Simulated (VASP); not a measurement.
# Al: single point with PBE

Crystal: Al.

```
Al
1.0
     0.00000    2.01996    2.01996
     2.01996    0.00000    2.01996
     2.01996    2.01996    0.00000
Al
1
Direct
  0.00000 0.00000 0.00000
```

```json
{
 "Program": "VASP 6.6.1",
 "Task": "single point",
 "Functional": "PBE",
 "Potentials or basis": "VASP PAW PBE potentials, release 64 (Al)",
 "Cutoff": "520 eV",
 "k mesh": "7 × 7 × 7",
 "Occupations": "fermi-dirac, width 0.1 eV",
 "Spin": "no spin polarisation"
}
```

```
Pressure : -0.3 GPa
```

Levels at points of the mesh, in eV from the Fermi level:
| k point | band 1 | band 2 | band 3 | band 4 | band 5 | band 6 |
| --- | --- | --- | --- | --- | --- | --- |
| (0.00, 0.00, 0.00) | -11.19 | 12.57 | 12.57 | 12.57 | 14.07 | 14.07 |

Wall time 2.6 s on 1 thread of Intel(R) Xeon(R) Platinum 8488C (Sapphire Rapids) (shared host), peak memory 0.13 GiB.

Caveat: the k points lie up to 0.38 Å⁻¹ apart.
